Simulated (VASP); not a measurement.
Set up this calculation in VASP 6.6.1, as the native input.

```
Task                   : relaxation of cell and atoms
Functional             : LDA
Potentials or basis    : VASP PAW LDA potentials, release 64 (Fe, As)
Cutoff                 : 600 eV
k mesh                 : 8 × 6 × 12
Occupations            : gaussian, width 0.01 eV
Spin                   : no spin polarisation
Dipole correction      : no
Further INCAR settings : ALGO = Normal; EDIFF = 1e-06; IBRION = 2; EDIFFG = -0.005; NSW = 100; ISIF = 3
```

The structure of FeAs2 lies in POSCAR:

```
FeAs2
1.0
    5.2015475534      0.0000000000      0.0000000000
    0.0000000000      5.8587130430      0.0000000000
    0.0000000000      0.0000000000      2.8218352592
Fe As
2 4
Direct
    0.0000000000      0.0000000000      0.0000000000
    0.5000000000      0.5000000000      0.5000000000
    0.1797373620      0.3603586798      0.0000000000
    0.8202626380      0.6396413202      0.0000000000
    0.6797373620      0.1396413202      0.5000000000
    0.3202626380      0.8603586798      0.5000000000
```

These files were run (other wordings do the same):

INCAR

```
PREC = Accurate
ENCUT = 600
EDIFF = 1E-6
ISMEAR = 0
SIGMA = 0.01
LREAL = False
LASPH = True
NELM = 100
ALGO = Normal
ISIF = 3
LWAVE = False
LCHARG = False
IBRION = 2
NSW = 100
EDIFFG = -0.005
```

KPOINTS

```
Automatic mesh
0
Gamma
  8 6 12
```

Potentials or basis: VASP PAW LDA potentials, release 64 (Fe, As).

The run is started by

```console
$ cat potpaw_LDA.64/Fe/POTCAR potpaw_LDA.64/As/POTCAR > POTCAR
$ mpirun -np 1 vasp_std > vasp.out
```

It gave:

```yaml
Relaxed_volume: 14.39 Å³/atom
Relaxed_cell: a = 5.212 Å, b = 5.865 Å, c = 2.825 Å, α = 90.00°, β = 90.00°, γ = 90.00°
Space_group_after_relaxing_to_0.1_Å: Pnnm (No. 58)
Energy_gained_by_relaxing: 0.2 meV/atom
Ionic_steps: 5
Pressure_after_relaxing: 0.0 GPa
Band_gap_on_the_k_mesh: 0.20 eV (least direct gap 0.50 eV)
```

Caveat: semilocal functionals underestimate gaps, and a narrow one can read as zero.

Run time: 6.2 min on 1 thread of Intel(R) Xeon(R) 6975P-C (Granite Rapids) (shared host), peak memory 0.42 GiB.
